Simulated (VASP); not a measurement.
Here is a VASP 6.6.1 calculation.

The input INCAR:

```
PREC = Accurate
ENCUT = 400
EDIFF = 1E-6
ISMEAR = 1
SIGMA = 0.1
LREAL = F
LASPH = T
NELM = 120
ALGO = Normal
ISIF = 2
LWAVE = F
LCHARG = F
LDIPOL = T
IDIPOL = 3
DIPOL = 0.5 0.5 0.710
GGA = PE
NBANDS = 30
GGA_COMPAT = F
NELMDL = -8
```

The input KPOINTS:

```
regular mesh
0
Gamma
  9 9 1
```

The input POSCAR:

```
Al
1.0
    2.5288423366      4.3800834114      0.0000000000
   -5.0576846733      0.0000000000      0.0000000000
    0.0000000000      0.0000000000     32.6249777662
Al
12
Direct
    0.0000000000      0.0000000000      0.6069648524
    0.3333333333      0.6666666667      0.6073100725
    0.6666666667      0.3333333333      0.5985248562
    0.3397738080      1.0074464587      0.6754076493
    0.6676726507      0.6602261920      0.6754076493
   -0.0074464587      0.3323273493      0.6754076493
    0.6653552456      0.9970395262      0.7452121875
    0.0029604738      0.6683157194      0.7452121875
    0.3316842806      0.3346447544      0.7452121875
    0.0000000000      0.0000000000      0.8160931513
    0.3333333333      0.6666666667      0.8161475375
    0.6666666667      0.3333333333      0.8158230718
```

Potentials or basis: VASP PAW PBE potentials, release 64 (Al).

Command:

```sh
$ cat potpaw_PBE.64/Al/POTCAR > POTCAR
$ mpirun -np 1 vasp_std > vasp.out
```

(1) Predict the band gap on the k mesh.

(2) Predict the largest force.

Answers

(1) zero (bands 18 and 19 overlap by 1.85 eV).

(2) 0.509 eV/Å.
